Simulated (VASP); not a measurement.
# MnO (R-3m) in VASP: a series of runs, part 2 of 2

VASP 6.6.1. The steps go on from the part before.

### Step 3. Single point, PBE, collinear spin, ferromagnetic start (equal xy, yz and zx shear strains of +2 %)

Input file INCAR:

```
SYSTEM = MnO
PREC = Accurate ; ENCUT = 520
EDIFF = 1E-6 ; ISMEAR = -1
SIGMA = 0.05 ; LREAL = .False.
LASPH = .True. ; NELM = 150
ALGO = Normal ; ISIF = 2
LWAVE = .False. ; LCHARG = .False.
ISPIN = 2 ; MAGMOM = 4 0
LORBIT = 11 ; LMAXMIX = 4
GGA = PE ; NBANDS = 20
```

Input file KPOINTS:

```
regular mesh
0
Gamma
  16 16 16
  0 0 0
```

Input file POSCAR:

```
MnO
1.0
    0.0444400000      2.2442200000      2.2442200000
    2.2442200000      0.0444400000      2.2442200000
    2.2442200000      2.2442200000      0.0444400000
Mn O
1 1
Direct
    0.0000000000      0.0000000000      0.0000000000
    0.5000000000      0.5000000000      0.5000000000
```

Potentials or basis: VASP PAW PBE potentials, release 64 (Mn_pv, O).

Launch:

```
cat potpaw_PBE.64/Mn_pv/POTCAR potpaw_PBE.64/O/POTCAR > POTCAR
mpirun -np 1 vasp_std > vasp.out
```

OUTCAR:

```text
SYSTEM = MnO
   PREC = Accurate
   ENCUT = 520
   EDIFF = 1E-6
   ISMEAR = -1
   LREAL = .False.
   LASPH = .True.
   NELM = 150
   ISIF = 2
   ISPIN = 2
   LORBIT = 11
   GGA = PE

 ion  position               nearest neighbor table
   1  0.000  0.000  0.000-   2 2.22   2 2.22   2 2.22   2 2.22   2 2.22   2 2.22
   2  0.500  0.500  0.500-   1 2.22   1 2.22   1 2.22   1 2.22   1 2.22   1 2.22

  LATTYP: Found a trigonal (rhomboedric) cell.
 ALAT       =     3.1741174727
 COS(alpha) =     0.5197000882

  Lattice vectors:

 A1 = (   0.0444400000,   2.2442200000,   2.2442200000)
 A2 = (   2.2442200000,   0.0444400000,   2.2442200000)
 A3 = (   2.2442200000,   2.2442200000,   0.0444400000)

Analysis of symmetry for initial positions (statically):
=====================================================================
 Subroutine PRICEL returns:
 Original cell was already a primitive cell.

 Routine SETGRP: Setting up the symmetry group for a
 trigonal (rhombohedral) supercell.

 Subroutine GETGRP returns: Found 12 space group operations
 (whereof 12 operations were pure point group operations)
 out of a pool of 12 trial point group operations.

The static configuration has the point symmetry D_3d.

Analysis of symmetry for dynamics (positions and initial velocities):
=====================================================================
 Subroutine PRICEL returns:
 Original cell was already a primitive cell.

 Routine SETGRP: Setting up the symmetry group for a
 trigonal (rhombohedral) supercell.

 Subroutine GETGRP returns: Found 12 space group operations
 (whereof 12 operations were pure point group operations)
 out of a pool of 12 trial point group operations.

The dynamic configuration has the point symmetry D_3d.

Analysis of structural, dynamic, and magnetic symmetry:
=====================================================================
 Subroutine PRICEL returns:
 Original cell was already a primitive cell.

 Routine SETGRP: Setting up the symmetry group for a
 trigonal (rhombohedral) supercell.

 Subroutine GETGRP returns: Found 12 space group operations
 (whereof 12 operations were pure point group operations)
 out of a pool of 12 trial point group operations.

The overall configuration has the point symmetry D_3d.

 Subroutine INISYM returns: Found 12 space group operations
 (whereof 12 operations are pure point group operations),
 and found     1 'primitive' translations

----------------------------------------------------------------------------------------

                                     Primitive cell

  volume of cell :      21.9348

  direct lattice vectors                    reciprocal lattice vectors
     0.044440000  2.244220000  2.244220000    -0.229523844  0.225067070  0.225067070
     2.244220000  0.044440000  2.244220000     0.225067070 -0.229523844  0.225067070
     2.244220000  2.244220000  0.044440000     0.225067070  0.225067070 -0.229523844

  length of vectors
     3.174117473  3.174117473  3.174117473     0.392417592  0.392417592  0.392417592

  position of ions in fractional coordinates (direct lattice)
     0.000000000  0.000000000  0.000000000
     0.500000000  0.500000000  0.500000000

  ion indices of the primitive-cell ions
   primitive index   ion index
                 1           1
                 2           2
[... 58 lines left out ...]
   dimension x,y,z NGXF=    48 NGYF=   48 NGZF=   48
   ions per type =               1   1
   NGX,Y,Z   is equivalent  to a cutoff of  12.57, 12.57, 12.57 a.u.
   NGXF,Y,Z  is equivalent  to a cutoff of  25.14, 25.14, 25.14 a.u.
 SYSTEM =  MnO
   PREC   = accura    normal or accurate (medium, high low for compatibility)
   ISTART =      0    job   : 0-new  1-cont  2-samecut
   ICHARG =      2    charge: 1-file 2-atom 10-const
   ISPIN  =      2    spin polarized calculation?
   LNONCOLLINEAR =      F non collinear calculations
   LSORBIT =      F    spin-orbit coupling
   LASPH  =      T    aspherical Exc in radial PAW
   ENCUT  =  520.0 eV  38.22 Ry    6.18 a.u.   5.90  5.90  5.90*2*pi/ulx,y,z
   NELM   =    150;   NELMIN=  2; NELMDL= -5     # of ELM steps
   EDIFF  = 0.1E-05   stopping-criterion for ELM
   LREAL  =      F    real-space projection
   EDIFFG = 0.1E-04   stopping-criterion for IOM
   NSW    =      0    number of steps for IOM
   IBRION =     -1    ionic relax: 0-MD 1-quasi-New 2-CG
   NFREE  =      0    steps in history (QN), initial steepest desc. (CG)
   ISIF   =      2    stress and relaxation
   ISYM   =      2    0-nonsym 1-usesym 2-fastsym
   POTIM  = 0.5000    time-step for ionic-motion
   TEBEG  =    0.0;   TEEND  =   0.0 temperature during run
   PSTRESS=    0.0 pullay stress
   NELECT =      19.0000    total number of electrons
   NUPDOWN=      -1.0000    fix difference up-down
   EMIN   =  10.00;   EMAX   =-10.00  energy-range for DOS
   EFERMI =   0.00;   METHOD = LEGACY
   ISMEAR =    -1;   SIGMA  =   0.05  broadening in eV -4-tet -1-fermi 0-gaus
   EFERMI_NEDOS =   21; number of points for ismear=-14 and -15
   IALGO  =     38    algorithm
   IMIX   =      4    mixing-type and parameters
     AMIX     =   0.40;   BMIX     =  1.00
     AMIX_MAG =   1.60;   BMIX_MAG =  1.00
  volume/ion in A,a.u.               =      10.97        74.01
  Fermi-wavevector in a.u.,A,eV,Ry     =   1.560565  2.949040 33.135116  2.435362
  Thomas-Fermi vector in A             =   2.663758
   LORBIT       =     11    0 simple, 1 ext, 2 COOP (PROOUT), +10 PAW based schemes
   GGA     = PE    functional components
   LHFCALC =     F    Hartree Fock is set to
   AEXX    =    0.0000 exact exchange contribution
   IVDW    =     0    specifies the selected vdW correction
   LEPSILON=     F    determine dielectric tensor
   LRPA    =     F    only Hartree local field effects (RPA)
 spin polarized calculation
  energy-cutoff  :      520.00
  volume of cell :       21.93
 maximum number of plane-waves:       604
   NGX = 11   NGY = 11   NGZ = 11

 number of electron      18.9999995 magnetization       4.7604494

 Free energy of the ion-electron system (eV)
  ---------------------------------------------------
  ext. energy  EPLUGINS =         0.00000000
  ---------------------------------------------------
  free energy    TOTEN  =       -16.40095276 eV

  energy without entropy =      -16.39311912  energy(sigma->0) =      -16.39703594

 E-fermi :   7.5602     XC(G=0): -11.8732

 val. band max:        7.5573943510   @ k =   0.5000   0.3125   0.2500
 cond. band min:       7.5617390285   @ k =  -0.3125   0.1250   0.0625
 fundamental gap:      0.0043446775
 Fermi energy:         7.5601841610

 spin component 1

 k-point     1 :       0.0000    0.0000    0.0000
  band No.  band energies     occupation
      1     -42.8216      1.00000
      2     -42.8216      1.00000
      3     -42.8146      1.00000
      4     -12.7237      1.00000
      5       3.6865      1.00000
      6       3.8652      1.00000
[... 541 lines left out ...]
     19      27.4565      0.00000
     20      28.8655      0.00000

 [... further k-points ...]

 spin component 2

 k-point     1 :       0.0000    0.0000    0.0000
  band No.  band energies     occupation
      1     -38.1680      1.00000
      2     -38.1680      1.00000
      3     -38.1539      1.00000
      4     -12.2846      1.00000
      5       4.0622      1.00000
      6       4.2532      1.00000
[... 541 lines left out ...]
     19      29.3746      0.00000
     20      30.9478      0.00000

 [... further k-points ...]
[... 5 lines left out ...]
  --------------------------------------------------------------------------------------
  -------------------------------------------------------------------------------------
  Total        0.0027617      0.0027617      0.0027617     -0.1813539     -0.1813539     -0.1813539
  in kB        0.2017231      0.2017231      0.2017231    -13.2466082    -13.2466082    -13.2466082
  external PRESSURE =       0.2017231 kB  Pullay stress =       0.0000000 kB

 VOLUME and BASIS-vectors are now :
 -----------------------------------------------------------------------------
  energy-cutoff  :      520.00
  volume of cell :       21.93
      direct lattice vectors                 reciprocal lattice vectors
     0.044440000  2.244220000  2.244220000    -0.229523844  0.225067070  0.225067070
     2.244220000  0.044440000  2.244220000     0.225067070 -0.229523844  0.225067070
     2.244220000  2.244220000  0.044440000     0.225067070  0.225067070 -0.229523844

 POSITION                                       TOTAL-FORCE (eV/Angst)
 -----------------------------------------------------------------------------------
      0.00000      0.00000      0.00000         0.000000      0.000000     -0.000000
      2.26644      2.26644      2.26644        -0.000000     -0.000000      0.000000
 -----------------------------------------------------------------------------------
    total drift:                                0.000000     -0.000000     -0.000000

  FREE ENERGIE OF THE ION-ELECTRON SYSTEM (eV)
  ---------------------------------------------------
  free  energy   TOTEN  =       -16.4009527568 eV

  energy  without entropy=      -16.3931191236  energy(sigma->0) =      -16.39703594

 total charge

# of ion       s       p       d       tot
------------------------------------------
    1        0.203   6.176   4.976  11.355
    2        1.561   3.414   0.000   4.976
--------------------------------------------------
tot          1.765   9.591   4.976  16.331

 magnetization (x)

# of ion       s       p       d       tot
------------------------------------------
    1        0.034   0.026   4.263   4.324
    2        0.030   0.170   0.000   0.201
--------------------------------------------------
tot          0.065   0.196   4.263   4.524
```

stdout:

```text
POSCAR found type information on POSCAR MnO
 POSCAR found :  2 types and       2 ions
 scaLAPACK will be used
 LDA part: xc-table for (Slater+PW92), standard interpolation
 POSCAR, INCAR and KPOINTS ok, starting setup
 FFT: planning ... GRIDC
 FFT: planning ... GRID_SOFT
 FFT: planning ... GRID
 WAVECAR not read
 entering main loop
```

It took 4.1 min on 1 thread of AMD EPYC 9R45 (Zen 5), shared host; peak memory 0.33 GiB.

Results:

| Property | Result |
| --- | --- |
| Free energy | -16.4010 eV |
| Pressure | 0.0 GPa |
| Net moment | 4.76 μB per cell |
| Site moments | Mn +4.32; O +0.20 μB |
| Valence electrons inside the program's atomic spheres | Mn 11.36; O 4.98 |

Stress tensor (GPa, compression positive):
```
 0.02 -1.32 -1.32
-1.32  0.02 -1.32
-1.32 -1.32  0.02
```

Levels at points of the mesh, in eV from the Fermi level:
Spin up:
| k point | band 10 | band 11 | band 12 | band 13 | band 14 | band 15 |
| --- | --- | --- | --- | --- | --- | --- |
| (0.00, 0.00, 0.00) | -3.19 | -2.69 | -2.69 | -0.51 | 13.96 | 15.87 |
| (0.50, 0.00, 0.00) | -1.85 | 0.19 | 0.24 | 3.42 | 7.85 | 11.60 |
| (0.50, 0.50, 0.00) | -2.06 | -2.05 | -1.93 | 5.03 | 7.81 | 10.43 |
| (0.50, 0.50, 0.50) | -1.95 | 0.15 | 0.15 | 3.65 | 7.41 | 12.30 |
Spin down:
```
           k point  band 4  band 5  band 6  band 7  band 8  band 9  band 10  band 11
(0.00, 0.00, 0.00)  -19.84   -3.50   -3.31   -3.31    0.52    0.78     0.78     0.89
(0.50, 0.00, 0.00)  -18.87   -7.36   -4.99   -4.81    1.80    2.03     2.04     3.62
(0.50, 0.50, 0.00)  -18.92   -6.43   -4.44   -4.25   -0.85    1.94     2.14     2.39
(0.50, 0.50, 0.50)  -18.94   -7.45   -4.73   -4.73    1.86    1.90     1.90     3.57
```

Caveat: the cell differs from its parent crystal (equal xy, yz and zx shear strains of +2 %); a cell with one magnetic atom can't hold antiferromagnetic order, which such compounds often take; semilocal functionals often make such compounds metallic where correlation or magnetic order opens a gap, which also shifts bond lengths.
